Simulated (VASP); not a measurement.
Set up this calculation in VASP 6.6.1, as the native input.

- Task: G0W0 quasiparticle levels
- Functional: PBE
- Potentials or basis: VASP PAW PBE potentials, release 64 (C_GW)
- Cutoff: 500 eV
- k mesh: 6 × 6 × 6
- Occupations: gaussian, width 0.01 eV
- Spin: no spin polarisation
- Dipole correction: no
- GW scheme: G0W0
- GW iterations: 1
- Cutoff of the response function: 150
- Frequency points: 48
- Empty bands: 51
- Further INCAR settings: ALGO = EVGW0; EDIFF = 1e-08; NBANDS = 55

The system is C.

```
C
1.0
     0.00000    1.83353    1.83353
     1.83353    0.00000    1.83353
     1.83353    1.83353    0.00000
C
2
Cartesian
  0.0000 0.0000 0.0000
  0.9168 0.9168 0.9168
```

One way to write it, as run:

POSCAR

```
C
1.0
    0.0000000000      1.8335278668      1.8335278668
    1.8335278668      0.0000000000      1.8335278668
    1.8335278668      1.8335278668      0.0000000000
C
2
Direct
    0.0000000000      0.0000000000      0.0000000000
    0.2500000000      0.2500000000      0.2500000000
```

INCAR.step1

```
SYSTEM = C
PREC = Accurate
ENCUT = 500
EDIFF = 1E-8
ISMEAR = 0
SIGMA = 0.01
LREAL = .False.
LASPH = .True.
NELM = 100
ALGO = Normal
LWAVE = .True.
LCHARG = .False.
GGA = PE
```

INCAR.step2

```
SYSTEM = C
PREC = Accurate
ENCUT = 500
EDIFF = 1E-8
ISMEAR = 0
SIGMA = 0.01
LREAL = .False.
LASPH = .True.
NELM = 1
ALGO = Exact
LWAVE = .True.
LCHARG = .False.
GGA = PE
NBANDS = 55
LOPTICS = .True.
ISTART = 1
```

INCAR.step3

```
SYSTEM = C
PREC = Accurate
ENCUT = 500
EDIFF = 1E-8
ISMEAR = 0
SIGMA = 0.01
LREAL = .False.
LASPH = .True.
ALGO = EVGW0
LWAVE = .False.
LCHARG = .False.
GGA = PE
NELMGW = 1
NBANDS = 55
ENCUTGW = 150.0
NOMEGA = 48
PRECFOCK = Fast
ISTART = 1
NBANDSGW = 12
```

KPOINTS

```
Automatic mesh
0
Gamma
  6 6 6
  0 0 0
```

Potentials or basis: VASP PAW PBE potentials, release 64 (C_GW).

Run with:

```console
$ cat potpaw_PBE.64/C_GW/POTCAR > POTCAR
$ cp INCAR.step1 INCAR
$ mpirun -np 1 vasp_std > vasp.out
$ cp INCAR.step2 INCAR
$ mpirun -np 1 vasp_std > vasp.out
$ cp INCAR.step3 INCAR
$ mpirun -np 1 vasp_std > vasp.out
```

Results of the run:

* Quasiparticle gap: 5.21 eV
* Least direct quasiparticle gap: 7.00 eV
* Band gap of the starting levels on the mesh: 3.97 eV
* Least direct gap of the starting levels on the mesh: 5.36 eV

Caveat: the k points lie up to 0.49 Å⁻¹ apart; bands, screening cutoff and mesh are small and nothing is extrapolated, so the quasiparticle values aren't converged.

It took 88 s on 1 thread of Intel Xeon 8259CL, with other jobs on the host, peak memory 0.22 GiB.
